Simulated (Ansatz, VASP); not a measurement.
**NbC in VASP and in Ansatz**

INCAR

```
PREC     = Accurate       # precision mode
ENCUT    = 600            # plane-wave cutoff, eV
EDIFF    = 1E-6           # SCF threshold, eV
ISMEAR   = 0              # smearing method
SIGMA    = 0.1            # smearing width, eV
LREAL    = F              # projectors in reciprocal space
LASPH    = T              # aspherical terms in the spheres
NELM     = 120            # most SCF steps
ALGO     = Normal         # electronic algorithm
ISIF     = 2              # what is computed and relaxed
LWAVE    = F              # write WAVECAR
LCHARG   = T              # write CHGCAR
GGA      = RE             # functional
LELF     = T              # ELF
LVHAR    = T            
NBANDS   = 16             # bands
GGA_COMPAT= F
```

The input KPOINTS:

```
Automatic mesh
0
Gamma
  4 4 4
```

POSCAR

```
NbC
1.0
    0.0000000000      2.3408235525      2.3408235525
    2.3408235525      0.0000000000      2.3408235525
    2.3408235525      2.3408235525      0.0000000000
Nb C
1 1
Direct
    0.0000000000      0.0000000000      0.0000000000
    0.5000000000      0.5000000000      0.5000000000
```

Input for Ansatz:

```yaml
crystal:
  lattice:
    - [0.0, 2.3408235525, 2.3408235525]
    - [2.3408235525, 0.0, 2.3408235525]
    - [2.3408235525, 2.3408235525, 0.0]
  atoms:
    - { symbol: Nb, position: [0.0, 0.0, 0.0] }
    - { symbol: C, position: [0.5, 0.5, 0.5] }
basis:
  ecutwfc: 420
kpoints:
  mp_grid: { grid: [4, 4, 4] }
  band_path: { path: [VBM, CBM], npoints: 5 }
hamiltonian:
  xc: revpbe
scf:
  occupations: { method: gaussian, width: 0.1 }
  convergence: { dr2_threshold: "1e-11 eV" }
  max_iter: 57
output:
  forces: true
  stress: true
  eigenvalues: true
```

Alike in both runs: task single point; functional revPBE; k mesh 4 × 4 × 4; occupations gaussian, width 0.1 eV; no spin polarisation.

```csv
,VASP,Ansatz
version,VASP 6.6.1,Ansatz 0.2.0
potentials or method,"VASP PAW PBE potentials, release 64 (Nb_sv, C), cutoff 600 eV","scalar-relativistic, plane waves, PAW"
valence electrons in the cell,17,17
```

```csv
,VASP,Ansatz,Ansatz less VASP
gap on the k mesh at the Fermi level (eV),none,none,-
pressure (GPa),-26.2,-25.8,+0.39
```

VASP's potentials were made for PBE, not for revPBE. A gap of «none» marks a metal or a gap that the smearing closes. Ansatz's warnings: band edges overlap.

The k mesh is coarse, so the values compare programs but aren't converged.
